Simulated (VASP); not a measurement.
# Fe (Im-3m) in VASP: further runs, part 2 of 2

VASP 6.6.1.

### 3 Single point, r2SCAN

Contents of POSCAR:

```
Fe
1.0
   -1.3650158294      1.3650158294      1.3650158294
    1.3650158294     -1.3650158294      1.3650158294
    1.3650158294      1.3650158294     -1.3650158294
Fe
1
Direct
    0.0000000000      0.0000000000      0.0000000000
```

Contents of INCAR.step1:

```
PREC = Accurate ; ENCUT = 660
ISMEAR = -1 ; SIGMA = 0.6
LREAL = False ; LASPH = True
NELM = 120 ; NBANDS = 10
GGA = PE ; ALGO = Normal
EDIFF = 1E-5 ; LWAVE = True
LCHARG = False ; GGA_COMPAT = False
```

Contents of INCAR.step2:

```
PREC = Accurate ; ENCUT = 660
EDIFF = 1E-6 ; ISMEAR = -1
SIGMA = 0.6 ; LREAL = False
LASPH = True ; NELM = 120
ALGO = Normal ; ISIF = 2
LWAVE = False ; LCHARG = False
METAGGA = R2SCAN ; LMIXTAU = True
NBANDS = 10 ; ISTART = 1
GGA_COMPAT = False
```

Contents of KPOINTS:

```
Automatic mesh
0
Gamma
  16 16 16
```

Potentials or basis: VASP PAW PBE potentials, release 64 (Fe).

The run is started by

```console
$ cat potpaw_PBE.64/Fe/POTCAR > POTCAR
$ cp INCAR.step1 INCAR
$ mpirun -np 1 vasp_std > vasp.out
$ cp INCAR.step2 INCAR
$ mpirun -np 1 vasp_std > vasp.out
```

OUTCAR:

```text
PREC = Accurate
   ENCUT = 660
   EDIFF = 1E-6
   ISMEAR = -1
   LREAL = False
   LASPH = True
   NELM = 120
   ISIF = 2
   METAGGA = R2SCAN
   ISTART = 1

 ion  position               nearest neighbor table
   1  0.000  0.000  0.000-

  LATTYP: Found a body centered cubic cell.
 ALAT       =     2.7300316588

  Lattice vectors:

 A1 = (  -1.3650158294,   1.3650158294,   1.3650158294)
 A2 = (   1.3650158294,  -1.3650158294,   1.3650158294)
 A3 = (   1.3650158294,   1.3650158294,  -1.3650158294)

Analysis of symmetry for initial positions (statically):
=====================================================================
 Subroutine PRICEL returns:
 Original cell was already a primitive cell.

 Routine SETGRP: Setting up the symmetry group for a
 body centered cubic supercell.

 Subroutine GETGRP returns: Found 48 space group operations
 (whereof 48 operations were pure point group operations)
 out of a pool of 48 trial point group operations.

The static configuration has the point symmetry O_h .

Analysis of symmetry for dynamics (positions and initial velocities):
=====================================================================
 Subroutine PRICEL returns:
 Original cell was already a primitive cell.

 Routine SETGRP: Setting up the symmetry group for a
 body centered cubic supercell.

 Subroutine GETGRP returns: Found 48 space group operations
 (whereof 48 operations were pure point group operations)
 out of a pool of 48 trial point group operations.

The dynamic configuration has the point symmetry O_h .

 Subroutine INISYM returns: Found 48 space group operations
 (whereof 48 operations are pure point group operations),
 and found     1 'primitive' translations

----------------------------------------------------------------------------------------

                                     Primitive cell

[... 104 lines left out ...]
   EFERMI_NEDOS =   21; number of points for ismear=-14 and -15
   IALGO  =     38    algorithm
   IMIX   =      4    mixing-type and parameters
     AMIX     =   0.40;   BMIX     =  1.00
     AMIX_MAG =   1.60;   BMIX_MAG =  1.00
  volume/ion in A,a.u.               =      10.17        68.65
  Fermi-wavevector in a.u.,A,eV,Ry     =   1.511056  2.855481 31.066038  2.283289
  Thomas-Fermi vector in A             =   2.621164
   LORBIT       =      0    0 simple, 1 ext, 2 COOP (PROOUT), +10 PAW based schemes
   METAGGA = R2SCAN    functional components
   LHFCALC =     F    Hartree Fock is set to
   AEXX    =    0.0000 exact exchange contribution
   IVDW    =     0    specifies the selected vdW correction
   LEPSILON=     F    determine dielectric tensor
   LRPA    =     F    only Hartree local field effects (RPA)
 non-spin polarized calculation
  energy-cutoff  :      660.00
  volume of cell :       10.17
 maximum number of plane-waves:       403
   NGX =  9   NGY =  9   NGZ =  9

 number of electron       7.9999999 magnetization

 Free energy of the ion-electron system (eV)
  ---------------------------------------------------
  ext. energy  EPLUGINS =         0.00000000
  ---------------------------------------------------
  free energy    TOTEN  =       -14.49978890 eV

  energy without entropy =      -12.55988933  energy(sigma->0) =      -13.52983911

 E-fermi :   7.0471     XC(G=0): -15.0195

 val. band max:        7.0449729296   @ k =  -0.2500   0.3125   0.0625
 cond. band min:       7.0599415550   @ k =   0.3125   0.1250   0.0625
 fundamental gap:      0.0149686254
 Fermi energy:         7.0470786697

 k-point     1 :       0.0000    0.0000    0.0000
  band No.  band energies     occupation
      1      -2.6103      2.00000
      2       5.1039      1.92453
      3       5.1039      1.92453
      4       5.1039      1.92453
      5       7.0794      0.97303
      6       7.0795      0.97303
      7      34.1158      0.00000
      8      34.1158      0.00000
      9      34.1158      0.00000
     10      40.2540      0.00000
[... 287 lines left out ...]
 k-point    24 :       0.2500    0.1875    0.0000
  band No.  band energies     occupation
      1       2.1304      1.99945
      2       3.9047      1.98943
      3       4.4057      1.97580
      4       6.7473      1.24471
      5       7.4359      0.68685
      6       9.0340      0.07035
      7      21.0383      0.00000
      8      23.3727      0.00000
      9      30.2083      0.00000
     10      35.6445      0.00000

 [... further k-points ...]
[... 5 lines left out ...]
  --------------------------------------------------------------------------------------
  -------------------------------------------------------------------------------------
  Total        1.0609804      1.0609804      1.0609804      0.0000000      0.0000000      0.0000000
  in kB      167.0878638    167.0878638    167.0878638      0.0000000      0.0000000      0.0000000
  external PRESSURE =     167.0878638 kB  Pullay stress =       0.0000000 kB

 VOLUME and BASIS-vectors are now :
 -----------------------------------------------------------------------------
  energy-cutoff  :      660.00
  volume of cell :       10.17
      direct lattice vectors                 reciprocal lattice vectors
    -1.365015829  1.365015829  1.365015829     0.000000000  0.366296118  0.366296118
     1.365015829 -1.365015829  1.365015829     0.366296118  0.000000000  0.366296118
     1.365015829  1.365015829 -1.365015829     0.366296118  0.366296118  0.000000000

 POSITION                                       TOTAL-FORCE (eV/Angst)
 -----------------------------------------------------------------------------------
      0.00000      0.00000      0.00000         0.000000      0.000000     -0.000000
 -----------------------------------------------------------------------------------
    total drift:                                0.000000      0.000000      0.000000

  FREE ENERGIE OF THE ION-ELECTRON SYSTEM (eV)
  ---------------------------------------------------
  free  energy   TOTEN  =       -14.4997888962 eV

  energy  without entropy=      -12.5598893270  energy(sigma->0) =      -13.52983911
```

OUTCAR.step1:

```text
PREC = Accurate
   ENCUT = 660
   ISMEAR = -1
   LREAL = False
   LASPH = True
   NELM = 120
[... 526 lines left out ...]
 POSITION                                       TOTAL-FORCE (eV/Angst)
 -----------------------------------------------------------------------------------
      0.00000      0.00000      0.00000        -0.000000      0.000000      0.000000
 -----------------------------------------------------------------------------------
    total drift:                                0.000000     -0.000000      0.000000

  FREE ENERGIE OF THE ION-ELECTRON SYSTEM (eV)
  ---------------------------------------------------
  free  energy   TOTEN  =        -8.9926068076 eV

  energy  without entropy=       -7.0082869346  energy(sigma->0) =       -8.00044687
```

OSZICAR.step1:

```text
N       E                     dE             d eps       ncg     rms          rms(c)
DAV:   1     0.200617087029E+02    0.20062E+02   -0.50263E+03  3052   0.127E+03
DAV:   2    -0.968970238401E+01   -0.29751E+02   -0.27810E+02  2926   0.146E+02
DAV:   3    -0.102932455468E+02   -0.60354E+00   -0.60023E+00  3202   0.261E+01
DAV:   4    -0.102958002858E+02   -0.25547E-02   -0.25543E-02  3096   0.156E+00
DAV:   5    -0.102958181633E+02   -0.17878E-04   -0.17878E-04  3152   0.128E-01    0.126E+01
DAV:   6    -0.909027764885E+01    0.12055E+01   -0.94123E+00  3122   0.492E+01    0.262E+00
DAV:   7    -0.901227188420E+01    0.78006E-01   -0.43624E-01  3184   0.105E+01    0.154E+00
DAV:   8    -0.899454311501E+01    0.17729E-01   -0.14658E-02  4344   0.118E+00    0.425E-01
DAV:   9    -0.899260632097E+01    0.19368E-02   -0.87374E-04  3082   0.328E-01    0.778E-02
DAV:  10    -0.899260680758E+01   -0.48662E-06   -0.31836E-06  2122   0.215E-02
   1 F= -.89926068E+01 E0= -.80004469E+01  d E =-.198432E+01
```

Run time: 34 s. Hardware: 1 thread of Intel Xeon Platinum 8559C (Emerald Rapids), shared host; peak memory 0.14 GiB.

What came out:

```yaml
Free_energy: -14.4998 eV
Pressure: 16.7 GPa
Band_gap_on_the_k_mesh: zero (band 4 reaches 8.15 eV, above the bottom of band 5 at 6.01 eV)
```

Caveat: the PAW data sets were made with another functional, which shifts forces and pressure a little; the run has no spin polarisation, though such a crystal can be magnetic. Spin polarisation is off, so any magnetic state and its effect on volume and gap are missing.

### 4 Single point, r2SCAN

Contents of POSCAR:

```
Fe
1.0
   -1.3650158249      1.3650158249      1.3650158249
    1.3650158249     -1.3650158249      1.3650158249
    1.3650158249      1.3650158249     -1.3650158249
Fe
1
Direct
    0.0000000000      0.0000000000      0.0000000000
```

Contents of INCAR.step1:

```
PREC     = Accurate       # precision mode
ENCUT    = 520            # plane-wave cutoff, eV
ISMEAR   = -1             # smearing method
SIGMA    = 0.1            # smearing width, eV
LREAL    = False          # projectors in reciprocal space
LASPH    = True           # aspherical terms in the spheres
NELM     = 100            # most SCF steps
NBANDS   = 10             # bands
GGA      = PE             # functional
ALGO     = Normal         # electronic algorithm
EDIFF    = 1E-4           # SCF threshold, eV
LWAVE    = True           # write WAVECAR
LCHARG   = False          # write CHGCAR
```

Contents of INCAR.step2:

```
PREC     = Accurate       # precision mode
ENCUT    = 520            # plane-wave cutoff, eV
EDIFF    = 1E-6           # SCF threshold, eV
ISMEAR   = -1             # smearing method
SIGMA    = 0.1            # smearing width, eV
LREAL    = False          # projectors in reciprocal space
LASPH    = True           # aspherical terms in the spheres
NELM     = 100            # most SCF steps
ALGO     = Normal         # electronic algorithm
ISIF     = 2              # what is computed and relaxed
LWAVE    = False          # write WAVECAR
LCHARG   = False          # write CHGCAR
METAGGA  = R2SCAN         # meta-GGA
LMIXTAU  = True         
NBANDS   = 10             # bands
ISTART   = 1
```

Contents of KPOINTS:

```
Automatic mesh
0
Gamma
  15 15 15
```

The run is started by

```console
$ cat potpaw_PBE.64/Fe/POTCAR > POTCAR
$ cp INCAR.step1 INCAR
$ mpirun -np 1 vasp_std > vasp.out
$ cp INCAR.step2 INCAR
$ mpirun -np 1 vasp_std > vasp.out
```

Run time: 31 s. Hardware: 1 thread of AMD EPYC 9R45 (Zen 5), shared host; peak memory 0.1 GiB.

Results (log left out):

```
Free energy            : -13.3465 eV
Pressure               : 0.6 GPa
Band gap on the k mesh : zero (band 4 reaches 7.90 eV, above the bottom of band 5 at 5.89 eV)
```

Levels at points of the mesh, in eV from the Fermi level:
```
           k point  band 1  band 2  band 3  band 4  band 5  band 6  band 7  band 8
(0.00, 0.00, 0.00)   -9.60   -2.01   -2.01   -2.01    0.00    0.00   27.17   27.17
```

Caveat: the PAW data sets were made with another functional, which shifts forces and pressure a little; the run has no spin polarisation, though such a crystal can be magnetic. Spin polarisation is off, so any magnetic state and its effect on volume and gap are missing.

### 5 Overview

| k mesh | cutoff (eV) | smearing | gap on the mesh (eV) | pressure (GPa) |
| --- | --- | --- | --- | --- |
| 16 × 16 × 16 | 660 | fermi-dirac 0.3 eV | none | 6.2 |
| 16 × 16 × 16 | 660 | fermi-dirac 0.6 eV | none | 16.7 |
| 15 × 15 × 15 | 520 | fermi-dirac 0.1 eV | none | 0.6 |

Alike in all rows: task single point; level r2SCAN; potentials or basis VASP PAW PBE potentials, release 64 (Fe); no spin polarisation; cell as given.

Every run on the cell as given and a fine mesh finds a metal.

Caveats: the PAW data sets were made with another functional, which shifts forces and pressure a little; the run has no spin polarisation, though such a crystal can be magnetic.

Total energies depend on the potentials used, so only differences within one code and one set of settings carry meaning.
